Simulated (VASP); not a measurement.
Write the native input for VASP 6.6.1 that does the following.

| Quantity | Value |
| --- | --- |
| Task | single point |
| Functional | PBE |
| Potentials or basis | VASP PAW PBE potentials, release 64 (Sn_d, Se) |
| Cutoff | 520 eV |
| k mesh | 4 × 6 × 6 |
| Occupations | gaussian, width 0.02 eV |
| Spin | no spin polarisation |
| Dipole correction | no |
| k mesh for the DOS | 6 × 9 × 9 |
| Occupations for the DOS | tetrahedron |
| Further INCAR settings | ALGO = Normal; EDIFF = 1e-06; NBANDS = 50 |

Crystal: SnSe.

```
Sn Se
1.0
    11.79431    0.00000    0.00000
     0.00000    4.20692    0.00000
     0.00000    0.00000    4.56696
Sn Se
4 4
Direct
  0.12148 0.25000 0.11649
  0.87852 0.75000 0.88351
  0.37852 0.75000 0.61649
  0.62148 0.25000 0.38351
  0.85488 0.25000 0.47629
  0.14512 0.75000 0.52371
  0.64512 0.75000 0.97629
  0.35488 0.25000 0.02371
```

One way to write it, as run:

POSCAR

```
SnSe
1.0
   11.7943129338      0.0000000000      0.0000000000
    0.0000000000      4.2069238369      0.0000000000
    0.0000000000      0.0000000000      4.5669585096
Sn Se
4 4
Direct
    0.1214825928      0.2500000000      0.1164915050
    0.8785174072      0.7500000000      0.8835084950
    0.3785174072      0.7500000000      0.6164915050
    0.6214825928      0.2500000000      0.3835084950
    0.8548834788      0.2500000000      0.4762891689
    0.1451165212      0.7500000000      0.5237108311
    0.6451165212      0.7500000000      0.9762891689
    0.3548834788      0.2500000000      0.0237108311
```

INCAR.step1

```
  PREC = Accurate
  ENCUT = 520
  EDIFF = 1E-6
  ISMEAR = 0
  SIGMA = 0.02
  LREAL = F
  LASPH = T
  NELM = 80
  ALGO = Normal
  ISIF = 2
  LWAVE = F
  LCHARG = T
  GGA = PE
  NBANDS = 50
```

KPOINTS.step1

```
Automatic mesh
0
Gamma
  4 6 6
```

INCAR.step2

```
  PREC = Accurate
  ENCUT = 520
  EDIFF = 1E-6
  ISMEAR = -5
  SIGMA = 0.02
  LREAL = F
  LASPH = T
  NELM = 80
  ALGO = Normal
  ISIF = 2
  LWAVE = F
  LCHARG = F
  GGA = PE
  LORBIT = 11
  NBANDS = 50
  NEDOS = 2001
  ICHARG = 11
```

KPOINTS.step2

```
Automatic mesh
0
Gamma
  6 9 9
```

Potentials or basis: VASP PAW PBE potentials, release 64 (Sn_d, Se).

The run is started by

```console
$ cat potpaw_PBE.64/Sn_d/POTCAR potpaw_PBE.64/Se/POTCAR > POTCAR
$ cp INCAR.step1 INCAR
$ cp KPOINTS.step1 KPOINTS
$ mpirun -np 1 vasp_std > vasp.out
$ cp INCAR.step2 INCAR
$ cp KPOINTS.step2 KPOINTS
$ mpirun -np 1 vasp_std > vasp.out
```

It gave:

```yaml
Valence_electrons_inside_the_program's_atomic_spheres: Sn 12.06; Se 3.81
```

Wall time 20 min on 1 thread of Oxide Virtual Turin-like Processor, on a shared host, peak memory 0.85 GiB.
